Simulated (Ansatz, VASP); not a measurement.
# TePb: VASP beside Ansatz

```
Te Pb
1.0
     0.00000    3.38835    3.06565
     3.38835    0.00000    3.06565
     3.38835    3.38835    0.00000
Te Pb
1 1
Direct
  0.50000 0.50000 0.50000
  0.00000 0.00000 0.00000
```

Change from the starting cell: strain +0.050 along x and y, -0.050 along z, atoms carried along.

Alike in both runs: task single point; functional PBE; k mesh 8 × 8 × 8; occupations gaussian, width 0.05 eV; no spin polarisation.

|  | VASP | Ansatz |
| --- | --- | --- |
| version | VASP 6.6.1 | Ansatz 0.2.0 |
| potentials or method | VASP PAW PBE potentials, release 64 (Te, Pb_d), cutoff 500 eV | scalar-relativistic, plane waves, PAW |
| valence electrons in the cell | 20 | 30 |

Ansatz gave:

* gap on the k mesh at the Fermi level (eV): 0.38
* least direct gap on the mesh (eV): 0.38
* pressure (GPa): 1.6
* traceless stress, the component that is largest in VASP (GPa): 8.26

Question: Estimate VASP's values.

Answer: gap on the k mesh at the Fermi level (eV): 0.39; least direct gap on the mesh (eV): 0.39; pressure (GPa): 1.5; traceless stress, the component that is largest in VASP (GPa): 8.26.

The functional is the same, so the differences come from potentials, cutoffs and numerics. VASP's potentials hold 20 valence electrons a cell and Ansatz's 30, so a difference there can come from the potentials and not from the codes.

Neither program's run includes spin-orbit coupling.
